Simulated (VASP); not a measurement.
Here is a VASP 6.6.1 calculation.

Contents of INCAR:

```
SYSTEM = Sb
PREC = Accurate ; ENCUT = 500
EDIFF = 1E-6 ; ISMEAR = -1
SIGMA = 0.05 ; LREAL = .False.
LASPH = .True. ; NELM = 120
ALGO = Normal ; ISIF = 2
LWAVE = .False. ; LCHARG = .False.
NBANDS = 22 ; GGA_COMPAT = .False.
```

Contents of KPOINTS:

```
regular mesh
0
Gamma
  8 8 8
  0 0 0
```

Contents of POSCAR:

```
Sb
1.0
    2.1964499421      1.2681209653      3.8317049867
   -2.1964499421      1.2681209653      3.8317049867
    0.0000000000     -2.5362419306      3.8317049867
Sb
2
Direct
    0.7665100000      0.7665100000      0.7665100000
    0.2334900000      0.2334900000      0.2334900000
```

Potentials or basis: VASP PAW LDA potentials, release 64 (Sb_d_GW).

The run is started by

```sh
$ cat potpaw_LDA.64/Sb_d_GW/POTCAR > POTCAR
$ mpirun -np 1 vasp_std > vasp.out
```

Q: Predict the band gap on the k mesh.

A: Zero (band 15 reaches 4.55 eV, above the bottom of band 16 at 4.28 eV).

Q: What does it give for the largest force?

A: 0.250 eV/Å.

Forces on the atoms (eV/Å):
```
Sb   0.000  0.000  0.250
Sb   0.000  0.000 -0.250
```

Caveat: spin-orbit coupling is left out, which moves the levels of the heavy elements.
